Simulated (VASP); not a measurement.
Here is a VASP 6.6.1 calculation.

The input POSCAR:

```
NaGeI3
1.0
    5.8892757557      0.0000000000      0.0000000000
    0.0000000000      5.8892757557      0.0000000000
    0.0000000000      0.0000000000      5.8892757557
Na Ge I
1 1 3
Direct
    0.0000000000      0.0000000000      0.0000000000
    0.5000000000      0.5000000000      0.5000000000
    0.5000000000      0.5000000000      0.0000000000
    0.5000000000      0.0000000000      0.5000000000
    0.0000000000      0.5000000000      0.5000000000
```

INCAR.step1

```
SYSTEM = NaGeI3
PREC = Accurate
ENCUT = 520
ISMEAR = 0
SIGMA = 0.01
LREAL = .FALSE.
LASPH = .TRUE.
NELM = 80
NBANDS = 29
GGA = PE
ALGO = Normal
EDIFF = 1E-4
LWAVE = .TRUE.
LCHARG = .FALSE.
```

Contents of INCAR.step2:

```
SYSTEM = NaGeI3
PREC = Accurate
ENCUT = 520
EDIFF = 1E-6
ISMEAR = 0
SIGMA = 0.01
LREAL = .FALSE.
LASPH = .TRUE.
NELM = 80
ALGO = Normal
ISIF = 2
LWAVE = .FALSE.
LCHARG = .FALSE.
METAGGA = R2SCAN
LMIXTAU = .TRUE.
NBANDS = 29
ISTART = 1
```

File KPOINTS:

```
Automatic mesh
0
G
  4 4 4
  0 0 0
```

Potentials or basis: VASP PAW PBE potentials, release 64 (Na_pv, Ge_d, I).

Launch:

```sh
$ cat potpaw_PBE.64/Na_pv/POTCAR potpaw_PBE.64/Ge_d/POTCAR potpaw_PBE.64/I/POTCAR > POTCAR
$ cp INCAR.step1 INCAR
$ mpirun -np 1 vasp_std > vasp.out
$ cp INCAR.step2 INCAR
$ mpirun -np 1 vasp_std > vasp.out
```

Task: Predict the pressure.

Result: 0.0 GPa.

Task: Predict the band gap on the k mesh.

Result: 0.47 eV.

Caveat: the PAW data sets were made with another functional, which shifts forces and pressure a little; spin-orbit coupling is left out, which moves the levels of the heavy elements. A k mesh can miss the band edges.
